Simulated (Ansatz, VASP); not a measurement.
## Two plane-wave programs on NbCrCl

```
CELL_PARAMETERS angstrom
4.19859 0.00000 0.00000
-2.09930 3.63609 0.00000
0.00000 0.00000 7.65156
ATOMIC_POSITIONS crystal
Nb 0.66667 0.33333 0.25000
Nb 0.33333 0.66667 0.75000
Cr 0.33333 0.66667 0.25000
Cr 0.66667 0.33333 0.75000
Cl 0.00000 0.00000 0.50000
Cl 0.00000 0.00000 0.00000
```

Change from the starting cell: species swapped into the HoCuSi type (P6_3/mmc, No. 194).

Alike in both runs: task single point; functional PBE; k mesh 6 × 6 × 2; occupations gaussian, width 0.1 eV; collinear spin.

|  | VASP | Ansatz |
| --- | --- | --- |
| version | VASP 6.6.1 | Ansatz 0.2.0 |
| potentials or method | VASP PAW PBE potentials, release 64 (Nb_sv, Cr_pv, Cl), cutoff 520 eV | scalar-relativistic, plane waves, PAW |
| valence electrons in the cell | 64 | 68 |

Ansatz gave:

```
gap on the k mesh at the Fermi level (eV)                     : none
pressure (GPa)                                                : -2.6
traceless stress, the component that is largest in VASP (GPa) : -3.91
net moment per atom (μB)                                      : 0.39
size of the moment on the site where the two differ most (μB) : 0.70
```

What did VASP give for the same quantities?

gap on the k mesh at the Fermi level (eV): none; pressure (GPa): -2.5; traceless stress, the component that is largest in VASP (GPa): -4.01; net moment per atom (μB): 0.39; size of the moment on the site where the two differ most (μB): 0.90.

Site moments also hang on the region over which each program counts them. A gap of «none» marks a metal or a gap that the smearing closes. VASP's potentials hold 64 valence electrons a cell and Ansatz's 68, so a difference there can come from the potentials and not from the codes.

The k mesh is coarse, so the values compare programs but aren't converged.
